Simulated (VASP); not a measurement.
# PtSe (wurtzite type) (P6_3mc) in VASP: notebook

PtSe (wurtzite type) is run at these levels: PBE, PBE+U; tasks: electric field gradients, single point.

All numbers are computed with VASP 6.6.1; they aren't measurements. Logs are shortened: lines on timing, memory, paths and dates and some standing lists are left out, and cuts for length are marked.

## 1. The cell of the first run

Symmetry: P6_3mc, No. 186, hexagonal system. Conventional cell: a = 3.850 Å, b = 3.850 Å, c = 7.096 Å, α = 90.00°, β = 90.00°, γ = 120.00°. Within 3.3 Å of Pt (site symmetry 3m) lie 4 Se at 2.46 to 2.49 Å. Within 3.3 Å of Se (site symmetry 3m) lie 4 Pt at 2.46 to 2.49 Å.

## 2. Electric field gradients, PBE

INCAR

```
  ALGO = Normal
  EDIFF = 1E-8
  ENCUT = 520
  GGA = PE
  ISIF = 2
  ISMEAR = -1
  LASPH = T
  LCHARG = F
  LEFG = T
  LREAL = F
  LWAVE = F
  NBANDS = 24
  NELM = 100
  PREC = Accurate
  SIGMA = 0.03
```

KPOINTS

```
k-points
0
Gamma
  10 10 6
```

POSCAR

```
PtSe
1.0
    3.8499446572      0.0000000000      0.0000000000
   -1.9249723286      3.3341498763      0.0000000000
    0.0000000000      0.0000000000      7.0964647173
Pt Se
2 2
Direct
    0.3333333333      0.6666666667      0.0126290861
    0.6666666667      0.3333333333      0.5126290861
    0.3333333333      0.6666666667      0.3633709139
    0.6666666667      0.3333333333      0.8633709139
```

Potentials or basis: VASP PAW PBE potentials, release 64 (Pt, Se).

Launch:

```sh
cat potpaw_PBE.64/Pt/POTCAR potpaw_PBE.64/Se/POTCAR > POTCAR
mpirun -np 1 vasp_std > vasp.out
```

OUTCAR:

```text
EDIFF = 1E-8
   ENCUT = 520
   GGA = PE
   ISIF = 2
   ISMEAR = -1
   LASPH = T
   LREAL = F
   NELM = 100
   PREC = Accurate

 ion  position               nearest neighbor table
   1  0.333  0.667  0.013-   4 2.46   4 2.46   4 2.46   3 2.49
   2  0.667  0.333  0.513-   3 2.46   3 2.46   3 2.46   4 2.49
   3  0.333  0.667  0.363-   2 2.46   2 2.46   2 2.46   1 2.49
   4  0.667  0.333  0.863-   1 2.46   1 2.46   1 2.46   2 2.49

  LATTYP: Found a hexagonal cell.
 ALAT       =     3.8499446572
 C/A-ratio  =     1.8432640854

  Lattice vectors:

 A1 = (   3.8499446572,   0.0000000000,   0.0000000000)
 A2 = (  -1.9249723286,   3.3341498763,   0.0000000000)
 A3 = (   0.0000000000,   0.0000000000,   7.0964647173)

Analysis of symmetry for initial positions (statically):
=====================================================================
 Subroutine PRICEL returns:
 Original cell was already a primitive cell.

 Routine SETGRP: Setting up the symmetry group for a
 hexagonal supercell.

 Subroutine GETGRP returns: Found 12 space group operations
 (whereof  6 operations were pure point group operations)
 out of a pool of 24 trial point group operations.

The static configuration has the point symmetry C_3v.
 The point group associated with its full space group is C_6v.

Analysis of symmetry for dynamics (positions and initial velocities):
=====================================================================
 Subroutine PRICEL returns:
 Original cell was already a primitive cell.

 Routine SETGRP: Setting up the symmetry group for a
 hexagonal supercell.

 Subroutine GETGRP returns: Found 12 space group operations
 (whereof  6 operations were pure point group operations)
 out of a pool of 24 trial point group operations.

The dynamic configuration has the point symmetry C_3v.
 The point group associated with its full space group is C_6v.

 Subroutine INISYM returns: Found 12 space group operations
 (whereof  6 operations are pure point group operations),
 and found     1 'primitive' translations

----------------------------------------------------------------------------------------

                                     Primitive cell

  volume of cell :      91.0923

  direct lattice vectors                    reciprocal lattice vectors
     3.849944657  0.000000000  0.000000000     0.259743993  0.149963265  0.000000000
    -1.924972329  3.334149876  0.000000000     0.000000000  0.299926529  0.000000000
     0.000000000  0.000000000  7.096464717     0.000000000  0.000000000  0.140915236

  length of vectors
     3.849944657  3.849944657  7.096464717     0.299926529  0.299926529  0.140915236

  position of ions in fractional coordinates (direct lattice)
     0.333333333  0.666666667  0.012629086
     0.666666667  0.333333333  0.512629086
     0.333333333  0.666666667  0.363370914
     0.666666667  0.333333333  0.863370914

  ion indices of the primitive-cell ions
   primitive index   ion index
                 1           1
                 2           2
                 3           3
                 4           4

----------------------------------------------------------------------------------------

 KPOINTS: k-points

Automatic generation of k-mesh.
 Grid dimensions read from file:
 generate k-points for:   10   10    6

 Generating k-lattice:

  Cartesian coordinates                     Fractional coordinates (reciprocal lattice)
     0.025974399  0.014996326  0.000000000     0.100000000  0.000000000  0.000000000
     0.000000000  0.029992653  0.000000000     0.000000000  0.100000000  0.000000000
     0.000000000  0.000000000  0.023485873     0.000000000  0.000000000  0.166666667

  Length of vectors
     0.029992653  0.029992653  0.023485873

  Shift w.r.t. Gamma in fractional coordinates (k-lattice)
     0.000000000  0.000000000  0.000000000

 Subroutine IBZKPT returns following result:
 ===========================================

 Found     56 irreducible k-points:

 Following reciprocal coordinates:
            Coordinates               Weight
  0.000000  0.000000  0.000000      1.000000
  0.100000  0.000000  0.000000      6.000000
  0.200000  0.000000  0.000000      6.000000
  0.300000  0.000000  0.000000      6.000000
  0.400000  0.000000  0.000000      6.000000
  0.500000  0.000000  0.000000      3.000000
[... 16 lines left out ...]
  0.300000  0.100000  0.166667     24.000000
  0.400000  0.100000  0.166667     24.000000
 [... further k-points ...]
   k-points           NKPTS =     56   k-points in BZ     NKDIM =     56   number of bands    NBANDS=     24
   number of dos      NEDOS =    301   number of ions     NIONS =      4
   total plane-waves  NPLWV =  48600
   dimension x,y,z NGX =    30 NGY =   30 NGZ =   54
   dimension x,y,z NGXF=    60 NGYF=   60 NGZF=  108
   ions per type =               2   2
   NGX,Y,Z   is equivalent  to a cutoff of  12.95, 12.95, 12.65 a.u.
   NGXF,Y,Z  is equivalent  to a cutoff of  25.91, 25.91, 25.30 a.u.
 SYSTEM =  unknown system
   PREC   = accura    normal or accurate (medium, high low for compatibility)
   ISTART =      0    job   : 0-new  1-cont  2-samecut
   ICHARG =      2    charge: 1-file 2-atom 10-const
   ISPIN  =      1    spin polarized calculation?
   LNONCOLLINEAR =      F non collinear calculations
   LSORBIT =      F    spin-orbit coupling
   LASPH  =      T    aspherical Exc in radial PAW
   ENCUT  =  520.0 eV  38.22 Ry    6.18 a.u.   7.16  7.16 13.19*2*pi/ulx,y,z
   NELM   =    100;   NELMIN=  2; NELMDL= -5     # of ELM steps
   EDIFF  = 0.1E-07   stopping-criterion for ELM
   LREAL  =      F    real-space projection
   EDIFFG = 0.1E-06   stopping-criterion for IOM
   NSW    =      0    number of steps for IOM
   IBRION =     -1    ionic relax: 0-MD 1-quasi-New 2-CG
   NFREE  =      0    steps in history (QN), initial steepest desc. (CG)
   ISIF   =      2    stress and relaxation
   ISYM   =      2    0-nonsym 1-usesym 2-fastsym
   POTIM  = 0.5000    time-step for ionic-motion
   TEBEG  =    0.0;   TEEND  =   0.0 temperature during run
   PSTRESS=    0.0 pullay stress
   NELECT =      32.0000    total number of electrons
   NUPDOWN=      -1.0000    fix difference up-down
   EMIN   =  10.00;   EMAX   =-10.00  energy-range for DOS
   EFERMI =   0.00;   METHOD = LEGACY
   ISMEAR =    -1;   SIGMA  =   0.03  broadening in eV -4-tet -1-fermi 0-gaus
   EFERMI_NEDOS =   21; number of points for ismear=-14 and -15
   IALGO  =     38    algorithm
   IMIX   =      4    mixing-type and parameters
     AMIX     =   0.40;   BMIX     =  1.00
     AMIX_MAG =   1.60;   BMIX_MAG =  1.00
  volume/ion in A,a.u.               =      22.77       153.68
  Fermi-wavevector in a.u.,A,eV,Ry     =   1.155130  2.182880 18.154604  1.334326
  Thomas-Fermi vector in A             =   2.291761
   LORBIT       =      0    0 simple, 1 ext, 2 COOP (PROOUT), +10 PAW based schemes
   GGA     = PE    functional components
   LHFCALC =     F    Hartree Fock is set to
   AEXX    =    0.0000 exact exchange contribution
   IVDW    =     0    specifies the selected vdW correction
   LEPSILON=     F    determine dielectric tensor
   LRPA    =     F    only Hartree local field effects (RPA)
 non-spin polarized calculation
  energy-cutoff  :      520.00
  volume of cell :       91.09
 maximum number of plane-waves:      2467
 NGX is ok and might be reduce to    30
   NGX = 15   NGY = 15   NGZ = 27

 number of electron      31.9999995 magnetization

 Free energy of the ion-electron system (eV)
  ---------------------------------------------------
  ext. energy  EPLUGINS =         0.00000000
  ---------------------------------------------------
  free energy    TOTEN  =       -19.11869495 eV

  energy without entropy =      -19.10517903  energy(sigma->0) =      -19.11193699

 E-fermi :   5.2447     XC(G=0): -10.1623

 val. band max:        5.2418015791   @ k =   0.5000   0.0000   0.5000
 cond. band min:       5.2515376317   @ k =   0.4000   0.0000   0.1667
 fundamental gap:      0.0097360526
 Fermi energy:         5.2447296930

 k-point     1 :       0.0000    0.0000    0.0000
  band No.  band energies     occupation
      1      -9.5494      2.00000
      2      -8.9346      2.00000
      3      -1.1297      2.00000
      4      -0.5192      2.00000
      5      -0.0347      2.00000
      6      -0.0347      2.00000
[... 16 lines left out ...]
     23      12.8069      0.00000
     24      12.8096      0.00000

 k-point     2 :       0.1000    0.0000    0.0000
  band No.  band energies     occupation
      1      -9.4880      2.00000
      2      -8.8963      2.00000
      3      -1.0448      2.00000
      4      -0.4731      2.00000
      5      -0.1495      2.00000
      6      -0.0137      2.00000
[... 16 lines left out ...]
     23      12.8892      0.00000
     24      12.9788      0.00000

 k-point     3 :       0.2000    0.0000    0.0000
  band No.  band energies     occupation
      1      -9.3195      2.00000
      2      -8.7967      2.00000
      3      -0.8532      2.00000
      4      -0.4694      2.00000
      5      -0.2754      2.00000
      6       0.0294      2.00000
[... 16 lines left out ...]
     23      13.0012      0.00000
     24      13.0471      0.00000
[... 514 lines left out ...]
 k-point    23 :       0.3000    0.1000    0.1667
  band No.  band energies     occupation
      1      -8.9280      2.00000
      2      -8.6408      2.00000
      3      -0.9291      2.00000
      4      -0.7132      2.00000
      5      -0.1292      2.00000
      6       0.0784      2.00000
[... 16 lines left out ...]
     23      12.5116      0.00000
     24      13.6574      0.00000

 k-point    24 :       0.4000    0.1000    0.1667
  band No.  band energies     occupation
      1      -8.7722      2.00000
      2      -8.5867      2.00000
      3      -0.9788      2.00000
      4      -0.8686      2.00000
      5      -0.0778      2.00000
      6       0.1613      2.00000
[... 16 lines left out ...]
     23      12.4535      0.00000
     24      13.8217      0.00000

 [... further k-points ...]

------------------------ aborting loop because EDIFF is reached ----------------------------------------

  FORCE on cell =-STRESS in cart. coord.  units (eV):
  Direction    XX          YY          ZZ          XY          YZ          ZX
  --------------------------------------------------------------------------------------
  -------------------------------------------------------------------------------------
  Total        0.0101185      0.0101185     -0.0119097      0.0000000     -0.0000000      0.0000000
  in kB        0.1779693      0.1779693     -0.2094741      0.0000000     -0.0000000      0.0000000
  external PRESSURE =       0.0488215 kB  Pullay stress =       0.0000000 kB

 VOLUME and BASIS-vectors are now :
 -----------------------------------------------------------------------------
  energy-cutoff  :      520.00
  volume of cell :       91.09
      direct lattice vectors                 reciprocal lattice vectors
     3.849944657  0.000000000  0.000000000     0.259743993  0.149963265  0.000000000
    -1.924972329  3.334149876  0.000000000     0.000000000  0.299926529  0.000000000
     0.000000000  0.000000000  7.096464717     0.000000000  0.000000000  0.140915236

 POSITION                                       TOTAL-FORCE (eV/Angst)
 -----------------------------------------------------------------------------------
     -0.00000      2.22277      0.08962        -0.000000     -0.000000      0.005264
      1.92497      1.11138      3.63785         0.000000      0.000000      0.005264
     -0.00000      2.22277      2.57865         0.000000     -0.000000     -0.005264
      1.92497      1.11138      6.12688        -0.000000      0.000000     -0.005264
 -----------------------------------------------------------------------------------
    total drift:                               -0.000000      0.000000      0.001269

  FREE ENERGIE OF THE ION-ELECTRON SYSTEM (eV)
  ---------------------------------------------------
  free  energy   TOTEN  =       -19.1186949499 eV

  energy  without entropy=      -19.1051790251  energy(sigma->0) =      -19.11193699

 Electric field gradients (V/A^2)
---------------------------------------------------------------------
 ion       V_xx      V_yy      V_zz      V_xy      V_xz      V_yz
---------------------------------------------------------------------
   1      67.631    67.630  -135.261    -0.000    -0.000     0.000
   2      67.631    67.630  -135.261    -0.000     0.000    -0.000
   3      20.531    20.531   -41.063     0.000    -0.000     0.000
   4      20.531    20.531   -41.063     0.000     0.000    -0.000
---------------------------------------------------------------------

 Electric field gradients after diagonalization (V/A^2)
 (convention: |V_zz| > |V_xx| > |V_yy|)
----------------------------------------------------------------------
 ion       V_xx      V_yy      V_zz     asymmetry (V_yy - V_xx)/ V_zz
----------------------------------------------------------------------
   1      67.631    67.630  -135.261       0.000
   2      67.631    67.630  -135.261       0.000
   3      20.532    20.531   -41.063       0.000
   4      20.532    20.531   -41.063       0.000
----------------------------------------------------------------------

           NMR quadrupolar parameters

 Cq : quadrupolar parameter    Cq=e*Q*V_zz/h
 eta: asymmetry parameters     (V_yy - V_xx)/ V_zz
 Q  : nuclear electric quadrupole moment in mb (millibarn)
----------------------------------------------------------------------
 ion       Cq(MHz)       eta       Q (mb)
----------------------------------------------------------------------
   1      -0.327       0.000       1.000
   2      -0.327       0.000       1.000
   3      -0.099       0.000       1.000
   4      -0.099       0.000       1.000
----------------------------------------------------------------------
```

It took 3.2 min on 1 thread of AMD EPYC 7R13, shared host; peak memory 0.25 GiB.

Results:

```
Free energy                             : -19.1187 eV
Pressure                                : 0.0 GPa
Largest force                           : 0.005 eV/Å
Band gap on the k mesh                  : zero (bands 16 and 17 overlap by 1.97 eV)
Largest electric field gradient by atom : Pt -135.3; Se -41.1 V/Å²
```

Forces in eV/Å, atoms in the order of the input:
```
Pt   0.000  0.000  0.005
Pt   0.000  0.000  0.005
Se   0.000  0.000 -0.005
Se   0.000  0.000 -0.005
```

Electric field gradients, principal values (V/Å²):
| atom | least | middle | greatest (by size) |
| --- | --- | --- | --- |
| 1 Pt | 67.630 | 67.631 | -135.261 |
| 2 Pt | 67.630 | 67.631 | -135.261 |
| 3 Se | 20.531 | 20.532 | -41.063 |
| 4 Se | 20.531 | 20.532 | -41.063 |

Caveat: without QUAD_EFG the Cq values of the log hold for a quadrupole moment of 1 mb, not for the nuclei; spin-orbit coupling is left out, which moves the levels of the heavy elements.

(Continued in part 2 of 2.)
